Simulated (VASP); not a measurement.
MoS2: single point with PBE+D3(BJ)

Crystal: MoS2.

```xyz
3
Lattice="1.4582 0.8419 5.9965 -1.4582 0.8419 5.9965 0.0000 -1.6838 5.9965" Properties=species:S:1:pos:R:3 pbc="T T T"
Mo    0.0000    0.0000    0.0003
S     0.0000    0.0000   13.5562
S     0.0000    0.0000   10.4290
```

This cell differs from its parent crystal: strain -0.0750 x Voigt [1, 1, 0, 0, 0, 0].

```json
{"Program": "VASP 6.6.1", "Task": "single point", "Functional": "PBE", "Dispersion": "D3(BJ)", "Potentials or basis": "VASP PAW PBE potentials, release 64 (Mo_sv, S)", "Cutoff": "520 eV", "k mesh": "12 × 12 × 12", "Occupations": "gaussian, width 0.05 eV", "Spin": "no spin polarisation", "Dipole correction": "no", "Further INCAR settings": "ALGO = Normal; EDIFF = 1e-07; NBANDS = 20"}
```

```yaml
Pressure: 32.9 GPa
Largest_force: 1.945 eV/Å
Band_gap_on_the_k_mesh: 1.03 eV, indirect (least direct gap 2.12 eV)
Dispersion_energy_per_atom: -0.517 eV
```

Forces in eV/Å, atoms in the order of the input:
```
Mo   0.000  0.000 -0.003
S    0.000  0.000  1.945
S    0.000  0.000 -1.942
```

Stress tensor (GPa, compression positive):
```
37.78  0.00  0.00
 0.00 37.78  0.00
 0.00  0.00 23.10
```

Levels at points of the mesh, in eV from the valence-band top:
```tsv
k point	band 9	band 10	band 11	band 12	band 13	band 14	band 15	band 16	band 17	band 18
(0.00, 0.00, 0.00)	-2.93	-1.90	-1.52	-1.52	-1.28	3.14	3.14	3.56	3.56	7.28
(0.50, 0.00, 0.00)	-5.42	-3.76	-2.54	-1.36	-0.67	2.85	3.04	4.34	4.42	6.33
(0.50, 0.50, 0.00)	-5.08	-3.67	-3.33	-0.98	-0.95	3.00	3.15	3.79	5.07	7.03
(0.50, 0.50, 0.50)	-2.95	-2.95	-1.48	-1.48	0.00	3.27	3.27	3.38	3.38	7.19
```

Wall time 5 min on 1 thread of Intel(R) Xeon(R) 6975P-C (Granite Rapids) (shared host), peak memory 0.41 GiB.

Caveat: the cell differs from its parent crystal (strain -0.0750 x Voigt [1, 1, 0, 0, 0, 0]); forces of over 1 eV/Å act on the atoms, so gaps and moduli don't describe the material at rest. A k mesh can miss the band edges.
